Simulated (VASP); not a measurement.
## SiC: single point with PBEsol+D4

Crystal: SiC.

```
CELL_PARAMETERS angstrom
3.09606 0.00000 0.00000
-1.54803 2.68127 0.00000
0.00000 0.00000 10.13734
ATOMIC_POSITIONS crystal
Si 0.00000 0.00000 0.18789
Si 0.00000 0.00000 0.68789
Si 0.33333 0.66667 0.43784
Si 0.66667 0.33333 0.93784
C 0.00000 0.00000 0.00046
C 0.00000 0.00000 0.50046
C 0.33333 0.66667 0.24980
C 0.66667 0.33333 0.74980
```

```json
{
 "Program": "VASP 6.6.1",
 "Task": "single point",
 "Functional": "PBEsol",
 "Dispersion": "D4",
 "Potentials or basis": "VASP PAW PBE potentials, release 64 (Si, C)",
 "Cutoff": "520 eV",
 "k mesh": "10 × 10 × 3",
 "Occupations": "fermi-dirac, width 0.05 eV",
 "Spin": "no spin polarisation",
 "Dipole correction": "no",
 "Further INCAR settings": "ALGO = Normal; EDIFF = 1e-07; NBANDS = 26"
}
```

The pressure is -5.8 GPa and the band gap on the k mesh is 2.10 eV, indirect (least direct gap 3.23 eV). The dispersion energy per atom is -0.183 eV.

Forces on the atoms (eV/Å):
```
Si   0.000  0.000  0.000
Si   0.000  0.000  0.000
Si   0.000  0.000  0.002
Si   0.000  0.000  0.002
C    0.000  0.000 -0.002
C    0.000  0.000 -0.002
C    0.000  0.000  0.000
C    0.000  0.000  0.000
```

Levels at points of the mesh, in eV from the valence-band top:
```tsv
k point	band 14	band 15	band 16	band 17	band 18	band 19
(0.00, 0.00, 0.00)	-0.05	0.00	0.00	4.88	5.46	6.04
(0.50, 0.00, 0.00)	-2.22	-1.58	-1.12	2.10	2.22	4.06
```

It took 2.1 min on 1 thread of Intel Xeon 8259CL, on a shared host, peak memory 0.21 GiB.

Caveat: the PAW data sets were made with another functional, which shifts forces and pressure a little. A k mesh can miss the band edges.
